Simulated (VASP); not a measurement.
# TiSe (P6_3/mmc) in VASP: notebook

The runs below take TiSe through single point, with PBEsol.

Program: VASP 6.6.1. These are calculated values, not measurements. Logs are shortened: lines on timing, memory, paths and dates and some standing lists are left out, and cuts for length are marked.

## 1. The cell of the first run

The structure is hexagonal, space group P6_3/mmc (No. 194). Conventional cell: a = 3.272 Å, b = 3.272 Å, c = 6.686 Å, α = 90.00°, β = 90.00°, γ = 120.00°. Within 3.4 Å of Ti (site symmetry -3m) lie 6 Se at 2.52 Å and 8 Ti at 3.27 to 3.34 Å. Within 3.3 Å of Se (site symmetry -6m2) lie 6 Ti at 2.52 Å and 6 Se at 3.27 Å.

## 2. Single point, PBEsol (15.50 Å³/atom)

File INCAR:

```
SYSTEM = TiSe
PREC = Accurate
ENCUT = 520
EDIFF = 1E-7
ISMEAR = 0
SIGMA = 0.1
LREAL = .FALSE.
LASPH = .TRUE.
NELM = 100
ALGO = Normal
ISIF = 2
LWAVE = .FALSE.
LCHARG = .FALSE.
GGA = PS
NBANDS = 26
```

File KPOINTS:

```
Automatic mesh
0
G
  12 12 8
  0 0 0
```

File POSCAR:

```
TiSe
1.0
    3.2720159346      0.0000000000      0.0000000000
   -1.6360079673      2.8336489209      0.0000000000
    0.0000000000      0.0000000000      6.6864256036
Ti Se
2 2
Direct
    0.0000000000      0.0000000000      0.0000000000
    0.0000000000      0.0000000000      0.5000000000
    0.3333333333      0.6666666667      0.2500000000
    0.6666666667      0.3333333333      0.7500000000
```

Potentials or basis: VASP PAW PBE potentials, release 64 (Ti_sv, Se).

Launch:

```
> cat potpaw_PBE.64/Ti_sv/POTCAR potpaw_PBE.64/Se/POTCAR > POTCAR
> mpirun -np 1 vasp_std > vasp.out
```

OUTCAR:

```text
SYSTEM = TiSe
   PREC = Accurate
   ENCUT = 520
   EDIFF = 1E-7
   ISMEAR = 0
   LREAL = .FALSE.
   LASPH = .TRUE.
   NELM = 100
   ISIF = 2
   GGA = PS

 ion  position               nearest neighbor table
   1  0.000  0.000  0.000-   3 2.52   4 2.52   3 2.52   4 2.52   4 2.52   3 2.52
   2  0.000  0.000  0.500-   3 2.52   4 2.52   3 2.52   4 2.52   4 2.52   3 2.52
   3  0.333  0.667  0.250-   1 2.52   2 2.52   1 2.52   2 2.52   1 2.52   2 2.52
   4  0.667  0.333  0.750-   1 2.52   2 2.52   1 2.52   2 2.52   1 2.52   2 2.52

  LATTYP: Found a hexagonal cell.
 ALAT       =     3.2720159346
 C/A-ratio  =     2.0435186555

  Lattice vectors:

 A1 = (   3.2720159346,   0.0000000000,   0.0000000000)
 A2 = (  -1.6360079673,   2.8336489209,   0.0000000000)
 A3 = (   0.0000000000,   0.0000000000,   6.6864256036)

Analysis of symmetry for initial positions (statically):
=====================================================================
 Subroutine PRICEL returns:
 Original cell was already a primitive cell.

 Routine SETGRP: Setting up the symmetry group for a
 hexagonal supercell.

 Subroutine GETGRP returns: Found 24 space group operations
 (whereof 12 operations were pure point group operations)
 out of a pool of 24 trial point group operations.

The static configuration has the point symmetry D_3d.
 The point group associated with its full space group is D_6h.

Analysis of symmetry for dynamics (positions and initial velocities):
=====================================================================
 Subroutine PRICEL returns:
 Original cell was already a primitive cell.

 Routine SETGRP: Setting up the symmetry group for a
 hexagonal supercell.

 Subroutine GETGRP returns: Found 24 space group operations
 (whereof 12 operations were pure point group operations)
 out of a pool of 24 trial point group operations.

The dynamic configuration has the point symmetry D_3d.
 The point group associated with its full space group is D_6h.

 Subroutine INISYM returns: Found 24 space group operations
 (whereof 12 operations are pure point group operations),
 and found     1 'primitive' translations

----------------------------------------------------------------------------------------

                                     Primitive cell

  volume of cell :      61.9948

  direct lattice vectors                    reciprocal lattice vectors
     3.272015935  0.000000000  0.000000000     0.305621984  0.176450934  0.000000000
    -1.636007967  2.833648921  0.000000000     0.000000000  0.352901869  0.000000000
     0.000000000  0.000000000  6.686425604     0.000000000  0.000000000  0.149556738

  length of vectors
     3.272015935  3.272015935  6.686425604     0.352901869  0.352901869  0.149556738

  position of ions in fractional coordinates (direct lattice)
     0.000000000  0.000000000  0.000000000
     0.000000000  0.000000000  0.500000000
     0.333333333  0.666666667  0.250000000
     0.666666667  0.333333333  0.750000000

  ion indices of the primitive-cell ions
   primitive index   ion index
                 1           1
                 2           2
                 3           3
                 4           4

----------------------------------------------------------------------------------------

 KPOINTS: Automatic mesh

Automatic generation of k-mesh.
 Grid dimensions read from file:
 generate k-points for:   12   12    8

 Generating k-lattice:

  Cartesian coordinates                     Fractional coordinates (reciprocal lattice)
     0.025468499  0.014704245  0.000000000     0.083333333 -0.000000000  0.000000000
     0.000000000  0.029408489  0.000000000     0.000000000  0.083333333  0.000000000
     0.000000000  0.000000000  0.018694592     0.000000000  0.000000000  0.125000000

  Length of vectors
     0.029408489  0.029408489  0.018694592

  Shift w.r.t. Gamma in fractional coordinates (k-lattice)
     0.000000000  0.000000000  0.000000000

 Subroutine IBZKPT returns following result:
 ===========================================

 Found     95 irreducible k-points:

 Following reciprocal coordinates:
            Coordinates               Weight
  0.000000  0.000000  0.000000      1.000000
  0.083333  0.000000  0.000000      6.000000
  0.166667  0.000000  0.000000      6.000000
  0.250000  0.000000  0.000000      6.000000
  0.333333  0.000000  0.000000      6.000000
  0.416667  0.000000  0.000000      6.000000
[... 16 lines left out ...]
  0.250000  0.000000  0.125000     12.000000
  0.333333  0.000000  0.125000     12.000000
 [... further k-points ...]
   k-points           NKPTS =     95   k-points in BZ     NKDIM =     95   number of bands    NBANDS=     26
   number of dos      NEDOS =    301   number of ions     NIONS =      4
   total plane-waves  NPLWV =  28800
   dimension x,y,z NGX =    24 NGY =   24 NGZ =   50
   dimension x,y,z NGXF=    48 NGYF=   48 NGZF=  100
   ions per type =               2   2
   NGX,Y,Z   is equivalent  to a cutoff of  12.19, 12.19, 12.43 a.u.
   NGXF,Y,Z  is equivalent  to a cutoff of  24.39, 24.39, 24.86 a.u.
 SYSTEM =  TiSe
   PREC   = accura    normal or accurate (medium, high low for compatibility)
   ISTART =      0    job   : 0-new  1-cont  2-samecut
   ICHARG =      2    charge: 1-file 2-atom 10-const
   ISPIN  =      1    spin polarized calculation?
   LNONCOLLINEAR =      F non collinear calculations
   LSORBIT =      F    spin-orbit coupling
   LASPH  =      T    aspherical Exc in radial PAW
   ENCUT  =  520.0 eV  38.22 Ry    6.18 a.u.   6.08  6.08 12.43*2*pi/ulx,y,z
   NELM   =    100;   NELMIN=  2; NELMDL= -5     # of ELM steps
   EDIFF  = 0.1E-06   stopping-criterion for ELM
   LREAL  =      F    real-space projection
   EDIFFG = 0.1E-05   stopping-criterion for IOM
   NSW    =      0    number of steps for IOM
   IBRION =     -1    ionic relax: 0-MD 1-quasi-New 2-CG
   NFREE  =      0    steps in history (QN), initial steepest desc. (CG)
   ISIF   =      2    stress and relaxation
   ISYM   =      2    0-nonsym 1-usesym 2-fastsym
   POTIM  = 0.5000    time-step for ionic-motion
   TEBEG  =    0.0;   TEEND  =   0.0 temperature during run
   PSTRESS=    0.0 pullay stress
   NELECT =      36.0000    total number of electrons
   NUPDOWN=      -1.0000    fix difference up-down
   EMIN   =  10.00;   EMAX   =-10.00  energy-range for DOS
   EFERMI =   0.00;   METHOD = LEGACY
   ISMEAR =     0;   SIGMA  =   0.10  broadening in eV -4-tet -1-fermi 0-gaus
   EFERMI_NEDOS =   21; number of points for ismear=-14 and -15
   IALGO  =     38    algorithm
   IMIX   =      4    mixing-type and parameters
     AMIX     =   0.40;   BMIX     =  1.00
     AMIX_MAG =   1.60;   BMIX_MAG =  1.00
  volume/ion in A,a.u.               =      15.50       104.59
  Fermi-wavevector in a.u.,A,eV,Ry     =   1.365811  2.581008 25.380836  1.865439
  Thomas-Fermi vector in A             =   2.492006
   LORBIT       =      0    0 simple, 1 ext, 2 COOP (PROOUT), +10 PAW based schemes
   GGA     = PS    functional components
   LHFCALC =     F    Hartree Fock is set to
   AEXX    =    0.0000 exact exchange contribution
   IVDW    =     0    specifies the selected vdW correction
   LEPSILON=     F    determine dielectric tensor
   LRPA    =     F    only Hartree local field effects (RPA)
 non-spin polarized calculation
 Gauss-broadening in eV      SIGMA  =   0.10
  energy-cutoff  :      520.00
  volume of cell :       61.99
 maximum number of plane-waves:      1692
   NGX = 13   NGY = 13   NGZ = 25

 number of electron      35.9999987 magnetization

 Free energy of the ion-electron system (eV)
  ---------------------------------------------------
  ext. energy  EPLUGINS =         0.00000000
  ---------------------------------------------------
  free energy    TOTEN  =       -29.08133258 eV

  energy without entropy =      -29.07054507  energy(sigma->0) =      -29.07593883

 E-fermi :   9.6510     XC(G=0): -11.9826

 val. band max:        9.6430744663   @ k =   0.0833   0.0833   0.3750
 cond. band min:       9.6625741746   @ k =   0.0833   0.0000   0.2500
 fundamental gap:      0.0194997084
 Fermi energy:         9.6510231805

 k-point     1 :       0.0000    0.0000    0.0000
  band No.  band energies     occupation
      1     -47.2834      2.00000
      2     -47.2733      2.00000
      3     -23.8809      2.00000
      4     -23.7248      2.00000
      5     -23.5879      2.00000
      6     -23.5879      2.00000
[... 18 lines left out ...]
     25      13.9916      0.00000
     26      14.0930      0.00000

 k-point     2 :       0.0833    0.0000    0.0000
  band No.  band energies     occupation
      1     -47.2818      2.00000
      2     -47.2718      2.00000
      3     -23.8767      2.00000
      4     -23.7224      2.00000
      5     -23.6027      2.00000
      6     -23.5912      2.00000
[... 18 lines left out ...]
     25      13.4361      0.00000
     26      13.8553      0.00000

 k-point     3 :       0.1667    0.0000    0.0000
  band No.  band energies     occupation
      1     -47.2777      2.00000
      2     -47.2678      2.00000
      3     -23.8651      2.00000
      4     -23.7161      2.00000
      5     -23.6429      2.00000
      6     -23.6255      2.00000
[... 18 lines left out ...]
     25      12.7671      0.00000
     26      13.6872      0.00000

 k-point     4 :       0.2500    0.0000    0.0000
  band No.  band energies     occupation
      1     -47.2719      2.00000
      2     -47.2622      2.00000
      3     -23.8493      2.00000
      4     -23.7075      2.00000
      5     -23.6973      2.00000
      6     -23.6750      2.00000
[... 18 lines left out ...]
     25      12.2837      0.00000
     26      13.7589      0.00000
[... 496 lines left out ...]
      1     -47.2773      2.00000
      2     -47.2681      2.00000
      3     -23.8595      2.00000
      4     -23.7219      2.00000
      5     -23.6422      2.00000
      6     -23.6262      2.00000
[... 18 lines left out ...]
     25      12.7301      0.00000
     26      13.6185      0.00000

 k-point    23 :       0.2500    0.0000    0.1250
  band No.  band energies     occupation
      1     -47.2716      2.00000
      2     -47.2626      2.00000
      3     -23.8441      2.00000
      4     -23.7133      2.00000
      5     -23.6960      2.00000
      6     -23.6758      2.00000
[... 18 lines left out ...]
     25      12.4174      0.00000
     26      13.6816      0.00000

 k-point    24 :       0.3333    0.0000    0.1250
  band No.  band energies     occupation
      1     -47.2659      2.00000
      2     -47.2571      2.00000
      3     -23.8288      2.00000
      4     -23.7499      2.00000
      5     -23.7260      2.00000
      6     -23.7031      2.00000
[... 18 lines left out ...]
     25      12.8527      0.00000
     26      13.8738      0.00000

 [... further k-points ...]

------------------------ aborting loop because EDIFF is reached ----------------------------------------

  FORCE on cell =-STRESS in cart. coord.  units (eV):
  Direction    XX          YY          ZZ          XY          YZ          ZX
  --------------------------------------------------------------------------------------
  -------------------------------------------------------------------------------------
  Total        3.5095319      3.5095319      3.5347298      0.0000000      0.0000000      0.0000000
  in kB       90.6993782     90.6993782     91.3505862      0.0000000      0.0000000      0.0000000
  external PRESSURE =      90.9164475 kB  Pullay stress =       0.0000000 kB

 VOLUME and BASIS-vectors are now :
 -----------------------------------------------------------------------------
  energy-cutoff  :      520.00
  volume of cell :       61.99
      direct lattice vectors                 reciprocal lattice vectors
     3.272015935  0.000000000  0.000000000     0.305621984  0.176450934  0.000000000
    -1.636007967  2.833648921  0.000000000     0.000000000  0.352901869  0.000000000
     0.000000000  0.000000000  6.686425604     0.000000000  0.000000000  0.149556738

 POSITION                                       TOTAL-FORCE (eV/Angst)
 -----------------------------------------------------------------------------------
      0.00000      0.00000      0.00000         0.000000      0.000000     -0.000000
      0.00000      0.00000      3.34321         0.000000      0.000000     -0.000000
     -0.00000      1.88910      1.67161        -0.000000     -0.000000      0.000000
      1.63601      0.94455      5.01482        -0.000000      0.000000     -0.000000
 -----------------------------------------------------------------------------------
    total drift:                               -0.000000      0.000000      0.000000

  FREE ENERGIE OF THE ION-ELECTRON SYSTEM (eV)
  ---------------------------------------------------
  free  energy   TOTEN  =       -29.0813325832 eV

  energy  without entropy=      -29.0705450676  energy(sigma->0) =      -29.07593883
```

Run time: 3.4 min. Hardware: 1 thread of AMD EPYC 7R13, shared host; peak memory 0.24 GiB.

What came out:

```yaml
Free_energy: -29.0813 eV
Pressure: 9.1 GPa
Band_gap_on_the_k_mesh: zero (bands 18 and 19 overlap by 0.51 eV)
```

Levels at points of the mesh, in eV from the Fermi level:
```csv
k point,band 14,band 15,band 16,band 17,band 18,band 19,band 20,band 21,band 22,band 23
"(0.00, 0.00, 0.00)",-3.17,-2.33,-0.52,-0.52,-0.20,-0.20,0.08,0.08,1.22,1.22
"(0.50, 0.00, 0.00)",-4.74,-4.01,-2.45,-2.09,-1.15,0.63,1.92,1.95,2.04,2.21
"(0.00, 0.00, 0.50)",-2.43,-2.43,-2.43,-0.13,-0.13,0.46,0.46,0.46,0.46,2.71
"(0.50, 0.00, 0.50)",-4.99,-3.40,-3.40,-1.43,-1.43,1.77,1.77,1.98,1.98,2.42
```

Caveat: the cell stands under pressure; the PAW data sets were made with another functional, which shifts forces and pressure a little.

## 3. Single point, PBEsol (15.99 Å³/atom)

This run uses another cell than the first one, of 15.99 Å³/atom.

File INCAR:

```
SYSTEM = TiSe
PREC     = Accurate       ! precision mode
ENCUT    = 520            ! plane-wave cutoff, eV
EDIFF    = 1E-6           ! SCF threshold, eV
ISMEAR   = 0              ! smearing method
SIGMA    = 0.1            ! smearing width, eV
LREAL    = .False.        ! projectors in reciprocal space
LASPH    = .True.         ! aspherical terms in the spheres
NELM     = 60             ! most SCF steps
ALGO     = Normal         ! electronic algorithm
ISIF     = 2              ! what is computed and relaxed
LWAVE    = .False.        ! write WAVECAR
LCHARG   = .False.        ! write CHGCAR
GGA      = PS             ! functional
NBANDS   = 26             ! bands
```

File KPOINTS:

```
Automatic mesh
0
Gamma
  12 12 8
  0 0 0
```

File POSCAR:

```
TiSe
1.0
    3.3151238660      0.0000000000      0.0000000000
   -1.6575619330      2.8709814846      0.0000000000
    0.0000000000      0.0000000000      6.7215463462
Ti Se
2 2
Direct
    0.0000000000      0.0000000000      0.0000000000
    0.0000000000      0.0000000000      0.5000000000
    0.3333333333      0.6666666667      0.2500000000
    0.6666666667      0.3333333333      0.7500000000
```

Potentials or basis: VASP PAW PBE potentials, release 64 (Ti_sv, Se).

Launch:

```
> cat potpaw_PBE.64/Ti_sv/POTCAR potpaw_PBE.64/Se/POTCAR > POTCAR
> mpirun -np 1 vasp_std > vasp.out
```

OUTCAR:

```text
SYSTEM = TiSe
   PREC = Accurate
   ENCUT = 520
   EDIFF = 1E-6
   ISMEAR = 0
   LREAL = .False.
   LASPH = .True.
   NELM = 60
   ISIF = 2
   GGA = PS

 ion  position               nearest neighbor table
   1  0.000  0.000  0.000-   3 2.55   4 2.55   3 2.55   4 2.55   4 2.55   3 2.55
   2  0.000  0.000  0.500-   3 2.55   4 2.55   3 2.55   4 2.55   4 2.55   3 2.55
   3  0.333  0.667  0.250-   1 2.55   2 2.55   1 2.55   2 2.55   1 2.55   2 2.55
   4  0.667  0.333  0.750-   1 2.55   2 2.55   1 2.55   2 2.55   1 2.55   2 2.55

  LATTYP: Found a hexagonal cell.
 ALAT       =     3.3151238660
 C/A-ratio  =     2.0275400310

  Lattice vectors:

 A1 = (   3.3151238660,   0.0000000000,   0.0000000000)
 A2 = (  -1.6575619330,   2.8709814846,   0.0000000000)
 A3 = (   0.0000000000,   0.0000000000,   6.7215463462)

Analysis of symmetry for initial positions (statically):
=====================================================================
 Subroutine PRICEL returns:
 Original cell was already a primitive cell.

 Routine SETGRP: Setting up the symmetry group for a
 hexagonal supercell.

 Subroutine GETGRP returns: Found 24 space group operations
[... 172 lines left out ...]
 E-fermi :   9.2795     XC(G=0): -11.8246

 val. band max:        9.2736083072   @ k =   0.0833   0.0833   0.0000
 cond. band min:       9.2828220803   @ k =   0.0833   0.0000   0.2500
 fundamental gap:      0.0092137730
 Fermi energy:         9.2794823029

 k-point     1 :       0.0000    0.0000    0.0000
  band No.  band energies     occupation
      1     -47.7219      2.00000
      2     -47.7128      2.00000
      3     -24.2882      2.00000
      4     -24.1470      2.00000
      5     -24.0333      2.00000
      6     -24.0333      2.00000
[... 685 lines left out ...]
     25      12.3551      0.00000
     26      13.3110      0.00000

 [... further k-points ...]

------------------------ aborting loop because EDIFF is reached ----------------------------------------

  FORCE on cell =-STRESS in cart. coord.  units (eV):
  Direction    XX          YY          ZZ          XY          YZ          ZX
  --------------------------------------------------------------------------------------
  -------------------------------------------------------------------------------------
  Total        1.7073713      1.7073713      1.7280342      0.0000000     -0.0000000      0.0000000
  in kB       42.7601480     42.7601480     43.2776394      0.0000000     -0.0000000      0.0000000
  external PRESSURE =      42.9326452 kB  Pullay stress =       0.0000000 kB

 VOLUME and BASIS-vectors are now :
 -----------------------------------------------------------------------------
  energy-cutoff  :      520.00
  volume of cell :       63.97
      direct lattice vectors                 reciprocal lattice vectors
     3.315123866  0.000000000  0.000000000     0.301647854  0.174156470  0.000000000
    -1.657561933  2.870981485  0.000000000     0.000000000  0.348312939  0.000000000
     0.000000000  0.000000000  6.721546346     0.000000000  0.000000000  0.148775289

 POSITION                                       TOTAL-FORCE (eV/Angst)
 -----------------------------------------------------------------------------------
      0.00000      0.00000      0.00000        -0.000000      0.000000      0.000000
      0.00000      0.00000      3.36077        -0.000000      0.000000      0.000000
     -0.00000      1.91399      1.68039         0.000000     -0.000000     -0.000000
      1.65756      0.95699      5.04116        -0.000000      0.000000     -0.000000
 -----------------------------------------------------------------------------------
    total drift:                               -0.000000      0.000000      0.000000

  FREE ENERGIE OF THE ION-ELECTRON SYSTEM (eV)
  ---------------------------------------------------
  free  energy   TOTEN  =       -29.1637948860 eV

  energy  without entropy=      -29.1519862181  energy(sigma->0) =      -29.15789055
```

stdout:

```text
POSCAR found type information on POSCAR TiSe
 POSCAR found :  2 types and       4 ions
 scaLAPACK will be used
 -----------------------------------------------------------------------------
|                                                                             |
|                                                                             |
|     You enforced a specific xc type in the INCAR file but a different       |
|     I HOPE YOU KNOW WHAT YOU ARE DOING!                                     |
|                                                                             |
 -----------------------------------------------------------------------------

 LDA part: xc-table for (Slater+PW92), standard interpolation
 POSCAR, INCAR and KPOINTS ok, starting setup
 FFT: planning ... GRIDC
 FFT: planning ... GRID_SOFT
 FFT: planning ... GRID
 WAVECAR not read
 entering main loop
```

It took 3.7 min on 1 thread of AMD EPYC 7R13, shared host; peak memory 0.25 GiB.

Results:

| Property | Result |
| --- | --- |
| Free energy | -29.1638 eV |
| Pressure | 4.3 GPa |
| Band gap on the k mesh | zero (bands 18 and 19 overlap by 0.49 eV) |

Caveat: the cell stands under pressure; the PAW data sets were made with another functional, which shifts forces and pressure a little.

[end of part 1 of 2]
